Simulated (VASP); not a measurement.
Crystal: CsN.

```
Cs N
1.0
     0.00000    3.36000    3.36000
     3.36000    0.00000    3.36000
     3.36000    3.36000    0.00000
Cs N
1 1
Direct
  0.00000 0.00000 0.00000
  0.25000 0.25000 0.25000
```

| Quantity | Value |
| --- | --- |
| Program | VASP 6.6.1 |
| Task | relaxation of cell and atoms |
| Functional | PBEsol |
| Potentials or basis | VASP PAW PBE potentials, release 64 (Cs_sv, N) |
| Cutoff | 600 eV |
| k mesh | 5 × 5 × 5 |
| Occupations | fermi-dirac, width 0.01 eV |
| Spin | no spin polarisation |

At the start: pressure -1.7 GPa; volume 37.93 Å³/atom.

Q: Where does the relaxation end?

A: Over 4 steps the energy falls by 39.4 meV/atom and the volume is 31.67 Å³/atom (-16.5 %); space group F-43m (No. 216, to 0.1 Å) before and after.

Step by step:
```
step  energy change (eV)  largest force (eV/Å)  pressure (GPa)  volume (Å³)
   1              0.0000                0.0000           -1.72        75.87
   2             -0.0423                0.0000           -1.33        71.47
   3             -0.0774                0.0000           -0.33        65.11
   4             -0.0789                0.0000            0.08        63.34
```

Final structure:
```cif
data_structure
_symmetry_space_group_name_H-M 'P 1'
_symmetry_Int_Tables_number 1
_cell_length_a 4.4745
_cell_length_b 4.4745
_cell_length_c 4.4745
_cell_angle_alpha 60.000
_cell_angle_beta 60.000
_cell_angle_gamma 60.000
_cell_volume 63.34
loop_
_atom_site_label
_atom_site_type_symbol
_atom_site_fract_x
_atom_site_fract_y
_atom_site_fract_z
_atom_site_occupancy
Cs1 Cs 0.00000 0.00000 0.00000 1
N1 N 0.25000 0.25000 0.25000 1
```

Caveat: the volume moved by over 15 % at a fixed basis, so the end points are rough; the PAW data sets were made with another functional, which shifts forces and pressure a little.
